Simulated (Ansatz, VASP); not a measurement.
Two plane-wave programs on PbF2

Contents of INCAR:

```
SYSTEM = PbF2
  PREC = Accurate
  ENCUT = 520
  EDIFF = 1E-6
  ISMEAR = 0
  SIGMA = 0.05
  LREAL = .False.
  LASPH = .True.
  NELM = 80
  ALGO = Normal
  ISIF = 2
  LWAVE = .False.
  LCHARG = .False.
  GGA = PE
  NBANDS = 21
```

File KPOINTS:

```
regular mesh
0
Gamma
  10 10 10
  0 0 0
```

The input POSCAR:

```
PbF2
1.0
    0.0000000000      3.0688001815      3.0688001815
    3.0688001815      0.0000000000      3.0688001815
    3.0688001815      3.0688001815      0.0000000000
Pb F
1 2
Direct
    0.0000000000      0.0000000000      0.0000000000
    0.2500000000      0.2500000000      0.2500000000
    0.7500000000      0.7500000000      0.7500000000
```

Input for Ansatz:

```yaml
crystal:
  lattice:
    - [0.0, 3.0688001815, 3.0688001815]
    - [3.0688001815, 0.0, 3.0688001815]
    - [3.0688001815, 3.0688001815, 0.0]
  atoms:
    - { symbol: Pb, position: [0.0, 0.0, 0.0] }
    - { symbol: F, position: [0.25, 0.25, 0.25] }
    - { symbol: F, position: [0.75, 0.75, 0.75] }
basis:
  ecutwfc: 420
  ecutrho_ratio: 4
kpoints:
  mp_grid: { grid: [10, 10, 10] }
hamiltonian:
  xc: pbe
scf:
  occupations: { method: gaussian, width: 0.05 }
output:
  forces: true
  stress: true
  eigenvalues: true
```

Alike in both runs: task single point; functional PBE; k mesh 10 × 10 × 10; occupations gaussian, width 0.05 eV; no spin polarisation.

|  | VASP | Ansatz |
| --- | --- | --- |
| version | VASP 6.6.1 | Ansatz 0.2.0 |
| potentials or method | VASP PAW PBE potentials, release 64 (Pb_d, F), cutoff 520 eV | scalar-relativistic, plane waves, PAW |
| valence electrons in the cell | 28 | 28 |

```csv
,VASP,Ansatz,Ansatz less VASP
gap on the k mesh at the Fermi level (eV),4.37,4.37,+0.007
least direct gap on the mesh (eV),4.53,4.54,+0.004
pressure (GPa),-4.0,-3.8,+0.20
```

Neither program's run includes spin-orbit coupling.
